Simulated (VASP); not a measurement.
# TiO2 (I4_1/amd) in VASP: a series of runs

TiO2 is run at these levels: PBE+U; tasks: single point.

Everything below comes from runs of VASP 6.6.1. Logs are shortened: lines on timing, memory, paths and dates and some standing lists are left out, and cuts for length are marked.

### 1 The cell of the first run

It takes space group I4_1/amd (No. 141, tetragonal). Conventional cell: a = 3.818 Å, b = 3.818 Å, c = 9.482 Å, α = 90.00°, β = 90.00°, γ = 90.00°. Ti (site symmetry -4m2) has 6 O at 1.95 to 1.98 Å within 2.6 Å. Within 2.6 Å of O (site symmetry 2mm) lie 3 Ti at 1.95 to 1.98 Å and 2 O at 2.49 Å.

### 2 Single point, PBE+U

Contents of INCAR:

```
PREC = Accurate
ENCUT = 520
EDIFF = 1E-6
ISMEAR = 0
SIGMA = 0.02
LREAL = False
LASPH = True
NELM = 150
ALGO = Normal
ISIF = 2
LWAVE = False
LCHARG = True
LMAXMIX = 4
LDAU = True
LDAUTYPE = 2
LDAUL = 2 -1
LDAUU = 4 0
LDAUJ = 0 0
LDAUPRINT = 1
GGA = PE
LELF = True
LVHAR = True
NBANDS = 60
```

Contents of KPOINTS:

```
regular mesh
0
Gamma
  6 6 4
```

Contents of POSCAR:

```
TiO2
1.0
    3.8180006865      0.0000000000      0.0000000000
    0.0000000000      3.8180006865      0.0000000000
    0.0000000000      0.0000000000      9.4818595175
Ti O
4 8
Direct
    0.0000000000      0.0000000000      0.0000000000
    0.0000000000      0.5000000000      0.2500000000
    0.5000000000      0.5000000000      0.5000000000
    0.5000000000      0.0000000000      0.7500000000
    0.0000000000      0.5000000000      0.4589629558
    0.0000000000      0.0000000000      0.2089629558
    0.0000000000      0.5000000000      0.0410370442
    0.5000000000      0.5000000000      0.2910370442
    0.5000000000      0.0000000000      0.9589629558
    0.5000000000      0.5000000000      0.7089629558
    0.5000000000      0.0000000000      0.5410370442
    0.0000000000      0.0000000000      0.7910370442
```

Potentials or basis: VASP PAW PBE potentials, release 64 (Ti_sv, O).

The run is started by

```sh
$ cat potpaw_PBE.64/Ti_sv/POTCAR potpaw_PBE.64/O/POTCAR > POTCAR
$ mpirun -np 1 vasp_std > vasp.out
```

OUTCAR:

```text
PREC = Accurate
   ENCUT = 520
   EDIFF = 1E-6
   ISMEAR = 0
   LREAL = False
   LASPH = True
   NELM = 150
   ISIF = 2
   GGA = PE

 ion  position               nearest neighbor table
   1  0.000  0.000  0.000-   7 1.95   9 1.95   7 1.95   9 1.95   6 1.98  12 1.98
   2  0.000  0.500  0.250-   6 1.95   8 1.95   6 1.95   8 1.95   7 1.98   5 1.98
   3  0.500  0.500  0.500-   5 1.95  11 1.95  11 1.95   5 1.95  10 1.98   8 1.98
   4  0.500  0.000  0.750-  10 1.95  12 1.95  10 1.95  12 1.95  11 1.98   9 1.98
   5  0.000  0.500  0.459-   3 1.95   3 1.95   2 1.98
   6  0.000  0.000  0.209-   2 1.95   2 1.95   1 1.98
   7  0.000  0.500  0.041-   1 1.95   1 1.95   2 1.98
   8  0.500  0.500  0.291-   2 1.95   2 1.95   3 1.98
   9  0.500  0.000  0.959-   1 1.95   1 1.95   4 1.98
  10  0.500  0.500  0.709-   4 1.95   4 1.95   3 1.98
  11  0.500  0.000  0.541-   3 1.95   3 1.95   4 1.98
  12  0.000  0.000  0.791-   4 1.95   4 1.95   1 1.98

  LATTYP: Found a simple tetragonal cell.
 ALAT       =     3.8180006865
 C/A-ratio  =     2.4834619729

  Lattice vectors:

 A1 = (   3.8180006865,   0.0000000000,   0.0000000000)
 A2 = (   0.0000000000,   3.8180006865,   0.0000000000)
 A3 = (   0.0000000000,   0.0000000000,   9.4818595175)

Analysis of symmetry for initial positions (statically):
=====================================================================
 Subroutine PRICEL returns following result:

  LATTYP: Found a body centered tetragonal cell.
 ALAT       =     3.8180006865
 C/A-ratio  =     2.4834619729

  Lattice vectors:

 A1 = (  -1.9090003433,   1.9090003433,   4.7409297587)
 A2 = (   1.9090003433,  -1.9090003433,   4.7409297587)
 A3 = (   1.9090003433,   1.9090003433,  -4.7409297587)

   2 primitive cells build up your supercell.

 Routine SETGRP: Setting up the symmetry group for a
 simple tetragonal supercell.

[... 302 lines left out ...]
  o =  0.1009  v =  0.0000 -0.5998 -0.0000  0.8002  0.0000  0.0000  0.0000  0.0000  0.0000  0.0000      0.0000  0.0000  0.0000  0.0000  0.0000  0.0000  0.0000  0.0000  0.0000  0.0000
  o =  0.1009  v =  0.0000  0.0000  0.0000  0.0000  0.0000  0.0000 -0.5998 -0.0000  0.8002  0.0000      0.0000  0.0000  0.0000  0.0000  0.0000  0.0000  0.0000  0.0000  0.0000  0.0000
  o =  0.1009  v =  0.0000 -0.8002 -0.0000 -0.5998 -0.0000  0.0000  0.0000  0.0000  0.0000  0.0000      0.0000  0.0000  0.0000  0.0000  0.0000  0.0000  0.0000  0.0000  0.0000  0.0000
  o =  0.1009  v =  0.0000  0.0000  0.0000  0.0000  0.0000  0.0000 -0.8002 -0.0000 -0.5998 -0.0000      0.0000  0.0000  0.0000  0.0000  0.0000  0.0000  0.0000  0.0000  0.0000  0.0000
  o =  0.1041  v =  1.0000  0.0000  0.0000  0.0000  0.0000  0.0000  0.0000  0.0000  0.0000  0.0000      0.0000  0.0000  0.0000  0.0000  0.0000  0.0000  0.0000  0.0000  0.0000  0.0000
  o =  0.1041  v =  0.0000  0.0000  0.0000  0.0000  0.0000  1.0000  0.0000  0.0000  0.0000  0.0000      0.0000  0.0000  0.0000  0.0000  0.0000  0.0000  0.0000  0.0000  0.0000  0.0000
  o =  0.2480  v =  0.0000  0.0000  0.0000  0.0000  0.0000  0.0000  0.0000  0.0000 -0.0000 -1.0000      0.0000  0.0000  0.0000  0.0000  0.0000  0.0000  0.0000  0.0000  0.0000  0.0000
  o =  0.2480  v =  0.0000  0.0000  0.0000 -0.0000 -1.0000  0.0000  0.0000  0.0000  0.0000  0.0000      0.0000  0.0000  0.0000  0.0000  0.0000  0.0000  0.0000  0.0000  0.0000  0.0000
  o =  0.2546  v =  0.0000  0.0000  0.0000  0.0000  0.0000  0.0000 -0.0000  1.0000 -0.0000  0.0000      0.0000  0.0000  0.0000  0.0000  0.0000  0.0000  0.0000  0.0000  0.0000  0.0000
  o =  0.2546  v =  0.0000 -0.0000  1.0000 -0.0000  0.0000  0.0000  0.0000  0.0000  0.0000  0.0000      0.0000  0.0000  0.0000  0.0000  0.0000  0.0000  0.0000  0.0000  0.0000  0.0000

 number of electron      95.9999989 magnetization

 Free energy of the ion-electron system (eV)
  ---------------------------------------------------
  ext. energy  EPLUGINS =         0.00000000
  ---------------------------------------------------
  free energy    TOTEN  =       -96.85668786 eV

  energy without entropy =      -96.85668786  energy(sigma->0) =      -96.85668786

 E-fermi :   3.6919     XC(G=0): -10.6832

 val. band max:        3.4845546811   @ k =   0.5000   0.5000   0.0000
 cond. band min:       6.1231733786   @ k =   0.0000   0.0000   0.0000
 fundamental gap:      2.6386186975
 Fermi energy:         3.6919344619

 k-point     1 :       0.0000    0.0000    0.0000
  band No.  band energies     occupation
      1     -53.9485      2.00000
      2     -53.9206      2.00000
      3     -53.9206      2.00000
      4     -53.8925      2.00000
      5     -30.3346      2.00000
      6     -30.1607      2.00000
[... 1501 lines left out ...]
     59       8.3122      0.00000
     60       8.3122      0.00000

 [... further k-points ...]

------------------------ aborting loop because EDIFF is reached ----------------------------------------

  FORCE on cell =-STRESS in cart. coord.  units (eV):
  Direction    XX          YY          ZZ          XY          YZ          ZX
  --------------------------------------------------------------------------------------
  -------------------------------------------------------------------------------------
  Total        7.6753632      7.6753632      9.0166611      0.0000000      0.0000000      0.0000000
  in kB       88.9700828     88.9700828    104.5179321      0.0000000      0.0000000      0.0000000
  external PRESSURE =      94.1526992 kB  Pullay stress =       0.0000000 kB

 VOLUME and BASIS-vectors are now :
 -----------------------------------------------------------------------------
  energy-cutoff  :      520.00
  volume of cell :      138.22
      direct lattice vectors                 reciprocal lattice vectors
     3.818000687  0.000000000  0.000000000     0.261917187  0.000000000  0.000000000
     0.000000000  3.818000687  0.000000000     0.000000000  0.261917187  0.000000000
     0.000000000  0.000000000  9.481859518     0.000000000  0.000000000  0.105464545

 POSITION                                       TOTAL-FORCE (eV/Angst)
 -----------------------------------------------------------------------------------
      0.00000      0.00000      0.00000        -0.000000      0.000000      0.000000
      0.00000      1.90900      2.37046        -0.000000     -0.000000     -0.000000
      1.90900      1.90900      4.74093         0.000000     -0.000000      0.000000
      1.90900      0.00000      7.11139        -0.000000      0.000000      0.000000
      0.00000      1.90900      4.35182        -0.000000     -0.000000      0.183002
      0.00000      0.00000      1.98136        -0.000000      0.000000      0.183002
      0.00000      1.90900      0.38911        -0.000000     -0.000000     -0.183002
      1.90900      1.90900      2.75957         0.000000     -0.000000     -0.183002
      1.90900      0.00000      9.09275        -0.000000      0.000000      0.183002
      1.90900      1.90900      6.72229         0.000000     -0.000000      0.183002
      1.90900      0.00000      5.13004        -0.000000      0.000000     -0.183002
      0.00000      0.00000      7.50050        -0.000000      0.000000     -0.183002
 -----------------------------------------------------------------------------------
    total drift:                                0.000000      0.000000      0.000000

  FREE ENERGIE OF THE ION-ELECTRON SYSTEM (eV)
  ---------------------------------------------------
  free  energy   TOTEN  =       -96.8566878620 eV

  energy  without entropy=      -96.8566878620  energy(sigma->0) =      -96.85668786
```

stdout:

```text
POSCAR found type information on POSCAR TiO
 POSCAR found :  2 types and      12 ions
 scaLAPACK will be used
 LDA part: xc-table for (Slater+PW92), standard interpolation
 POSCAR, INCAR and KPOINTS ok, starting setup
 FFT: planning ... GRIDC
 FFT: planning ... GRID_SOFT
 FFT: planning ... GRID
 WAVECAR not read
 entering main loop
```

It took 3.4 min on 1 thread of AMD EPYC 7R13 (Zen 3), shared host; peak memory 0.3 GiB.

What came out:

* Free energy: -96.8567 eV
* Pressure: 9.4 GPa
* Largest force: 0.183 eV/Å
* Band gap on the k mesh: 2.64 eV

Forces in eV/Å, atoms in the order of the input:
```
Ti   0.000  0.000  0.000
Ti   0.000  0.000  0.000
Ti   0.000  0.000  0.000
Ti   0.000  0.000  0.000
O    0.000  0.000  0.183
O    0.000  0.000  0.183
O    0.000  0.000 -0.183
O    0.000  0.000 -0.183
O    0.000  0.000  0.183
O    0.000  0.000  0.183
O    0.000  0.000 -0.183
O    0.000  0.000 -0.183
```

Eigenvalues of the final occupation matrices:
| site | spin | trace | eigenvalues |
| --- | --- | --- | --- |
| site 1 d | 1 | 0.81 | 0.10 0.10 0.10 0.25 0.25 |
| site 1 d | 2 | 0.81 | 0.10 0.10 0.10 0.25 0.25 |
| site 2 d | 1 | 0.81 | 0.10 0.10 0.10 0.25 0.25 |
| site 2 d | 2 | 0.81 | 0.10 0.10 0.10 0.25 0.25 |
| site 3 d | 1 | 0.81 | 0.10 0.10 0.10 0.25 0.25 |
| site 3 d | 2 | 0.81 | 0.10 0.10 0.10 0.25 0.25 |
| site 4 d | 1 | 0.81 | 0.10 0.10 0.10 0.25 0.25 |
| site 4 d | 2 | 0.81 | 0.10 0.10 0.10 0.25 0.25 |

Caveat: the cell stands under pressure. A k mesh can miss the band edges.

### 3 Single point, PBE+U

This run uses another cell than the first one: it holds 6 atoms, not 12.

Contents of INCAR:

```
ALGO = Normal
EDIFF = 1E-6
ENCUT = 520
GGA = PE
ISIF = 2
ISMEAR = 0
LASPH = True
LCHARG = False
LDAU = True
LDAUJ = 0 0
LDAUL = 2 -1
LDAUPRINT = 1
LDAUTYPE = 2
LDAUU = 4 0
LMAXMIX = 4
LREAL = False
LWAVE = False
NBANDS = 33
NELM = 150
PREC = Accurate
SIGMA = 0.02
```

Contents of KPOINTS:

```
k-points
0
Gamma
  8 8 8
```

Contents of POSCAR:

```
TiO2
1.0
   -1.9090003421      1.9090003421      4.8875564234
    1.9090003421     -1.9090003421      4.8875564234
    1.9090003421      1.9090003421     -4.8875564234
Ti O
2 4
Direct
    0.0000000000      0.0000000000      0.0000000000
    0.7500000000      0.2500000000      0.5000000000
    0.9552981750      0.4552981750      0.5000000000
    0.2052981750      0.2052981750      0.0000000000
    0.5447018250      0.0447018250      0.5000000000
    0.7947018250      0.7947018250      0.0000000000
```

Potentials or basis: VASP PAW PBE potentials, release 64 (Ti_sv, O).

The run is started by

```sh
$ cat potpaw_PBE.64/Ti_sv/POTCAR potpaw_PBE.64/O/POTCAR > POTCAR
$ mpirun -np 1 vasp_std > vasp.out
```

Wall time 2.2 min (1 thread of Intel Xeon 6975P-C (Granite Rapids), shared host); peak memory 0.31 GiB.

It converged, with:

```yaml
Free_energy: -48.5009 eV
Pressure: 4.2 GPa
Largest_force: 0.150 eV/Å
Band_gap_on_the_k_mesh: 2.68 eV (least direct gap 2.95 eV)
```

Forces on the atoms (eV/Å):
```
Ti   0.000  0.000  0.000
Ti   0.000  0.000  0.000
O    0.000  0.000  0.150
O    0.000  0.000  0.150
O    0.000  0.000 -0.150
O    0.000  0.000 -0.150
```

Stress tensor (GPa, compression positive):
```
4.52 0.00 0.00
0.00 4.52 0.00
0.00 0.00 3.62
```

Levels at points of the mesh, in eV from the valence-band top:
| k point | band 22 | band 23 | band 24 | band 25 | band 26 | band 27 |
| --- | --- | --- | --- | --- | --- | --- |
| (0.00, 0.00, 0.00) | -0.74 | -0.36 | -0.36 | 2.68 | 3.36 | 4.42 |
| (0.50, 0.00, 0.00) | -0.86 | -0.81 | -0.65 | 3.70 | 3.88 | 3.99 |
| (0.50, 0.50, 0.00) | -1.88 | -0.04 | -0.04 | 3.71 | 3.71 | 4.12 |
| (0.50, 0.50, 0.50) | -1.21 | -0.07 | -0.07 | 3.01 | 3.01 | 4.23 |

Eigenvalues of the final occupation matrices:
```
    site  spin  trace               eigenvalues
site 1 d     1   0.79  0.10 0.10 0.10 0.24 0.25
site 1 d     2   0.79  0.10 0.10 0.10 0.24 0.25
site 2 d     1   0.79  0.10 0.10 0.10 0.24 0.25
site 2 d     2   0.79  0.10 0.10 0.10 0.24 0.25
```

Caveat: the cell stands under pressure. A k mesh can miss the band edges.
